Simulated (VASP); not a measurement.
# MgS (Fm-3m) in VASP: single point with PBEsol

Aim: the single point of MgS with PBEsol.

All numbers are computed with VASP 6.6.1; they aren't measurements. Logs are shortened: lines on timing, memory, paths and dates and some standing lists are left out, and cuts for length are marked.

## (1) The cell of the first run

Symmetry: Fm-3m, No. 225, cubic system. Conventional cell: a = 5.440 Å, b = 5.440 Å, c = 5.440 Å, α = 90.00°, β = 90.00°, γ = 90.00°. Within 3.6 Å of Mg (site symmetry m-3m) lie 6 S at 2.72 Å. Within 3.6 Å of S (site symmetry m-3m) lie 6 Mg at 2.72 Å.

## (2) Single point, PBEsol (Ba replaced by Mg, lengths x 0.861, strained)

INCAR

```
SYSTEM = MgS
ALGO = Normal
EDIFF = 1E-6
ENCUT = 600
GGA = PS
GGA_COMPAT = .False.
ISIF = 2
ISMEAR = 0
LASPH = .True.
LCHARG = .False.
LREAL = .False.
LWAVE = .False.
NBANDS = 11
NELM = 120
PREC = Accurate
SIGMA = 0.1
```

KPOINTS

```
k-points
0
Gamma
  6 6 6
  0 0 0
```

POSCAR

```
MgS
1.0
    0.0000000000      2.7200853367      2.7200853367
    2.7200853367      0.0000000000      2.7200853367
    2.7200853367      2.7200853367      0.0000000000
Mg S
1 1
Direct
    0.0000000000      0.0000000000      0.0000000000
    0.5000000000      0.5000000000      0.5000000000
```

Potentials or basis: VASP PAW PBE potentials, release 64 (Mg, S).

Run with:

```sh
> cat potpaw_PBE.64/Mg/POTCAR potpaw_PBE.64/S/POTCAR > POTCAR
> mpirun -np 1 vasp_std > vasp.out
```

OUTCAR:

```text
SYSTEM = MgS
   EDIFF = 1E-6
   ENCUT = 600
   GGA = PS
   ISIF = 2
   ISMEAR = 0
   LASPH = .True.
   LREAL = .False.
   NELM = 120
   PREC = Accurate

 ion  position               nearest neighbor table
   1  0.000  0.000  0.000-   2 2.72   2 2.72   2 2.72   2 2.72   2 2.72   2 2.72
   2  0.500  0.500  0.500-   1 2.72   1 2.72   1 2.72   1 2.72   1 2.72   1 2.72

  LATTYP: Found a face centered cubic cell.
 ALAT       =     5.4401706734

  Lattice vectors:

 A1 = (   0.0000000000,   2.7200853367,   2.7200853367)
 A2 = (   2.7200853367,   0.0000000000,   2.7200853367)
 A3 = (   2.7200853367,   2.7200853367,   0.0000000000)

Analysis of symmetry for initial positions (statically):
=====================================================================
 Subroutine PRICEL returns:
 Original cell was already a primitive cell.

 Routine SETGRP: Setting up the symmetry group for a
 face centered cubic supercell.

 Subroutine GETGRP returns: Found 48 space group operations
 (whereof 48 operations were pure point group operations)
 out of a pool of 48 trial point group operations.

The static configuration has the point symmetry O_h .

Analysis of symmetry for dynamics (positions and initial velocities):
=====================================================================
 Subroutine PRICEL returns:
 Original cell was already a primitive cell.

 Routine SETGRP: Setting up the symmetry group for a
 face centered cubic supercell.

 Subroutine GETGRP returns: Found 48 space group operations
 (whereof 48 operations were pure point group operations)
 out of a pool of 48 trial point group operations.

The dynamic configuration has the point symmetry O_h .

 Subroutine INISYM returns: Found 48 space group operations
 (whereof 48 operations are pure point group operations),
 and found     1 'primitive' translations

----------------------------------------------------------------------------------------

                                     Primitive cell

  volume of cell :      40.2511

  direct lattice vectors                    reciprocal lattice vectors
     0.000000000  2.720085337  2.720085337    -0.183817762  0.183817762  0.183817762
     2.720085337  0.000000000  2.720085337     0.183817762 -0.183817762  0.183817762
     2.720085337  2.720085337  0.000000000     0.183817762  0.183817762 -0.183817762

  length of vectors
     3.846781574  3.846781574  3.846781574     0.318381704  0.318381704  0.318381704

  position of ions in fractional coordinates (direct lattice)
     0.000000000  0.000000000  0.000000000
     0.500000000  0.500000000  0.500000000

  ion indices of the primitive-cell ions
   primitive index   ion index
                 1           1
                 2           2

----------------------------------------------------------------------------------------

 KPOINTS: k-points

Automatic generation of k-mesh.
 Grid dimensions read from file:
 generate k-points for:    6    6    6

 Generating k-lattice:

  Cartesian coordinates                     Fractional coordinates (reciprocal lattice)
    -0.030636294  0.030636294  0.030636294     0.166666667  0.000000000  0.000000000
     0.030636294 -0.030636294  0.030636294     0.000000000  0.166666667  0.000000000
     0.030636294  0.030636294 -0.030636294     0.000000000  0.000000000  0.166666667

  Length of vectors
     0.053063617  0.053063617  0.053063617

  Shift w.r.t. Gamma in fractional coordinates (k-lattice)
     0.000000000  0.000000000  0.000000000

 Subroutine IBZKPT returns following result:
 ===========================================

 Found     16 irreducible k-points:

 Following reciprocal coordinates:
            Coordinates               Weight
  0.000000  0.000000  0.000000      1.000000
  0.166667  0.000000  0.000000      8.000000
  0.333333  0.000000  0.000000      8.000000
  0.500000  0.000000  0.000000      4.000000
  0.166667  0.166667  0.000000      6.000000
  0.333333  0.166667  0.000000     24.000000
[... 8 lines left out ...]
 -0.333333  0.333333  0.166667     24.000000
 -0.333333  0.500000  0.166667     12.000000
   k-points           NKPTS =     16   k-points in BZ     NKDIM =     16   number of bands    NBANDS=     11
   number of dos      NEDOS =    301   number of ions     NIONS =      2
   total plane-waves  NPLWV =  32768
   dimension x,y,z NGX =    32 NGY =   32 NGZ =   32
   dimension x,y,z NGXF=    64 NGYF=   64 NGZF=   64
   ions per type =               1   1
   NGX,Y,Z   is equivalent  to a cutoff of  13.83, 13.83, 13.83 a.u.
   NGXF,Y,Z  is equivalent  to a cutoff of  27.66, 27.66, 27.66 a.u.
 SYSTEM =  MgS
   PREC   = accura    normal or accurate (medium, high low for compatibility)
   ISTART =      0    job   : 0-new  1-cont  2-samecut
   ICHARG =      2    charge: 1-file 2-atom 10-const
   ISPIN  =      1    spin polarized calculation?
   LNONCOLLINEAR =      F non collinear calculations
   LSORBIT =      F    spin-orbit coupling
   LASPH  =      T    aspherical Exc in radial PAW
   ENCUT  =  600.0 eV  44.10 Ry    6.64 a.u.   7.68  7.68  7.68*2*pi/ulx,y,z
   NELM   =    120;   NELMIN=  2; NELMDL= -5     # of ELM steps
   EDIFF  = 0.1E-05   stopping-criterion for ELM
   LREAL  =      F    real-space projection
   EDIFFG = 0.1E-04   stopping-criterion for IOM
   NSW    =      0    number of steps for IOM
   IBRION =     -1    ionic relax: 0-MD 1-quasi-New 2-CG
   NFREE  =      0    steps in history (QN), initial steepest desc. (CG)
   ISIF   =      2    stress and relaxation
   ISYM   =      2    0-nonsym 1-usesym 2-fastsym
   POTIM  = 0.5000    time-step for ionic-motion
   TEBEG  =    0.0;   TEEND  =   0.0 temperature during run
   PSTRESS=    0.0 pullay stress
   NELECT =       8.0000    total number of electrons
   NUPDOWN=      -1.0000    fix difference up-down
   EMIN   =  10.00;   EMAX   =-10.00  energy-range for DOS
   EFERMI =   0.00;   METHOD = LEGACY
   ISMEAR =     0;   SIGMA  =   0.10  broadening in eV -4-tet -1-fermi 0-gaus
   EFERMI_NEDOS =   21; number of points for ismear=-14 and -15
   IALGO  =     38    algorithm
   IMIX   =      4    mixing-type and parameters
     AMIX     =   0.40;   BMIX     =  1.00
     AMIX_MAG =   1.60;   BMIX_MAG =  1.00
  volume/ion in A,a.u.               =      20.13       135.81
  Fermi-wavevector in a.u.,A,eV,Ry     =   0.955386  1.805418 12.418892  0.912763
  Thomas-Fermi vector in A             =   2.084219
   LORBIT       =      0    0 simple, 1 ext, 2 COOP (PROOUT), +10 PAW based schemes
   GGA     = PS    functional components
   LHFCALC =     F    Hartree Fock is set to
   AEXX    =    0.0000 exact exchange contribution
   IVDW    =     0    specifies the selected vdW correction
   LEPSILON=     F    determine dielectric tensor
   LRPA    =     F    only Hartree local field effects (RPA)
 non-spin polarized calculation
 Gauss-broadening in eV      SIGMA  =   0.10
  energy-cutoff  :      600.00
  volume of cell :       40.25
 maximum number of plane-waves:      1363
   NGX = 15   NGY = 15   NGZ = 15

 number of electron       8.0000001 magnetization

 Free energy of the ion-electron system (eV)
  ---------------------------------------------------
  ext. energy  EPLUGINS =         0.00000000
  ---------------------------------------------------
  free energy    TOTEN  =        -8.90431308 eV

  energy without entropy =       -8.90431308  energy(sigma->0) =       -8.90431308

 E-fermi :   3.0124     XC(G=0):  -9.2962

 val. band max:        2.5698287470   @ k =   0.0000   0.0000   0.0000
 cond. band min:       4.9856401271   @ k =   0.5000   0.5000   0.0000
 fundamental gap:      2.4158113801
 Fermi energy:         3.0124102277

 k-point     1 :       0.0000    0.0000    0.0000
  band No.  band energies     occupation
      1      -9.4181      2.00000
      2       2.5698      2.00000
      3       2.5698      2.00000
      4       2.5698      2.00000
      5       5.2095      0.00000
      6      10.4666      0.00000
      7      10.4666      0.00000
      8      10.4666      0.00000
      9      12.7051      0.00000
     10      12.7051      0.00000
     11      14.5238      0.00000

 k-point     2 :       0.1667    0.0000    0.0000
  band No.  band energies     occupation
      1      -9.2061      2.00000
      2       1.0556      2.00000
      3       2.4395      2.00000
      4       2.4395      2.00000
      5       6.4285      0.00000
      6       9.9315      0.00000
      7      10.5986      0.00000
      8      10.5986      0.00000
      9      11.8995      0.00000
     10      11.8995      0.00000
     11      13.9088      0.00000

 k-point     3 :       0.3333    0.0000    0.0000
  band No.  band energies     occupation
      1      -8.7094      2.00000
      2      -0.8466      2.00000
      3       2.2101      2.00000
      4       2.2101      2.00000
      5       6.8880      0.00000
      6       9.6372      0.00000
      7       9.6372      0.00000
      8      10.7126      0.00000
      9      13.2748      0.00000
     10      13.6516      0.00000
     11      13.6516      0.00000

 k-point     4 :       0.5000    0.0000    0.0000
  band No.  band energies     occupation
      1      -8.4075      2.00000
      2      -1.6629      2.00000
      3       2.1078      2.00000
      4       2.1078      2.00000
      5       6.7646      0.00000
      6       9.2130      0.00000
      7       9.2130      0.00000
      8      11.2287      0.00000
      9      13.8458      0.00000
     10      16.4323      0.00000
     11      16.4323      0.00000

 k-point     5 :       0.1667    0.1667    0.0000
  band No.  band energies     occupation
      1      -9.1374      2.00000
      2       1.1142      2.00000
      3       2.1314      2.00000
      4       2.1314      2.00000
      5       6.8699      0.00000
      6       9.1176      0.00000
      7      10.0137      0.00000
      8      11.3417      0.00000
      9      11.3417      0.00000
     10      13.1285      0.00000
     11      15.5148      0.00000
[... 99 lines left out ...]
 k-point    13 :       0.5000    0.5000    0.0000
  band No.  band energies     occupation
      1      -8.1247      2.00000
      2      -1.0369      2.00000
      3       1.1400      2.00000
      4       1.1400      2.00000
      5       4.9856      0.00000
      6       7.1608      0.00000
      7      13.1885      0.00000
      8      14.5155      0.00000
      9      14.5155      0.00000
     10      14.9940      0.00000
     11      17.8317      0.00000

 k-point    14 :       0.5000    0.3333    0.1667
  band No.  band energies     occupation
      1      -8.3792      2.00000
      2      -0.6835      2.00000
      3       0.7252      2.00000
      4       1.5452      2.00000
      5       7.3228      0.00000
      6       9.0585      0.00000
      7       9.3057      0.00000
      8      11.5577      0.00000
      9      13.4307      0.00000
     10      16.3876      0.00000
     11      16.9330      0.00000

 k-point    15 :      -0.3333    0.3333    0.1667
  band No.  band energies     occupation
      1      -8.1779      2.00000
      2      -0.8350      2.00000
      3       0.2637      2.00000
      4       1.2331      2.00000
      5       7.4099      0.00000
      6       8.8557      0.00000
      7      10.7061      0.00000
      8      10.9176      0.00000
      9      13.9981      0.00000
     10      15.2003      0.00000
     11      17.4601      0.00000

 k-point    16 :      -0.3333    0.5000    0.1667
  band No.  band energies     occupation
      1      -8.1016      2.00000
      2      -0.6421      2.00000
      3       0.3843      2.00000
      4       0.6502      2.00000
      5       6.4917      0.00000
      6       8.7127      0.00000
      7      11.0157      0.00000
      8      11.6478      0.00000
      9      14.9669      0.00000
     10      16.4213      0.00000
     11      16.9369      0.00000

------------------------ aborting loop because EDIFF is reached ----------------------------------------

  FORCE on cell =-STRESS in cart. coord.  units (eV):
  Direction    XX          YY          ZZ          XY          YZ          ZX
  --------------------------------------------------------------------------------------
  -------------------------------------------------------------------------------------
  Total       -2.1671837     -2.1671837     -2.1671837      0.0000000      0.0000000     -0.0000000
  in kB      -86.2638278    -86.2638278    -86.2638278      0.0000000      0.0000000     -0.0000000
  external PRESSURE =     -86.2638278 kB  Pullay stress =       0.0000000 kB

 VOLUME and BASIS-vectors are now :
 -----------------------------------------------------------------------------
  energy-cutoff  :      600.00
  volume of cell :       40.25
      direct lattice vectors                 reciprocal lattice vectors
     0.000000000  2.720085337  2.720085337    -0.183817762  0.183817762  0.183817762
     2.720085337  0.000000000  2.720085337     0.183817762 -0.183817762  0.183817762
     2.720085337  2.720085337  0.000000000     0.183817762  0.183817762 -0.183817762

 POSITION                                       TOTAL-FORCE (eV/Angst)
 -----------------------------------------------------------------------------------
      0.00000      0.00000      0.00000        -0.000000     -0.000000      0.000000
      2.72009      2.72009      2.72009         0.000000      0.000000     -0.000000
 -----------------------------------------------------------------------------------
    total drift:                               -0.000000     -0.000000      0.000000

  FREE ENERGIE OF THE ION-ELECTRON SYSTEM (eV)
  ---------------------------------------------------
  free  energy   TOTEN  =        -8.9043130770 eV

  energy  without entropy=       -8.9043130770  energy(sigma->0) =       -8.90431308
```

Wall time 15 s (1 thread of Intel Xeon 8259CL, shared host); peak memory 0.17 GiB.

Results:

* Free energy: -8.9043 eV
* Pressure: -8.6 GPa
* Band gap on the k mesh: 2.42 eV, indirect (least direct gap 2.64 eV)

Levels at points of the mesh, in eV from the valence-band top:
```tsv
k point	band 2	band 3	band 4	band 5	band 6	band 7
(0.00, 0.00, 0.00)	0.00	0.00	0.00	2.64	7.90	7.90
(0.50, 0.00, 0.00)	-4.23	-0.46	-0.46	4.19	6.64	6.64
(0.50, 0.50, 0.00)	-3.61	-1.43	-1.43	2.42	4.59	10.62
```

Caveat: the cell differs from its parent crystal (Ba replaced by Mg, lengths x 0.861, strained); the PAW data sets were made with another functional, which shifts forces and pressure a little. A k mesh can miss the band edges.
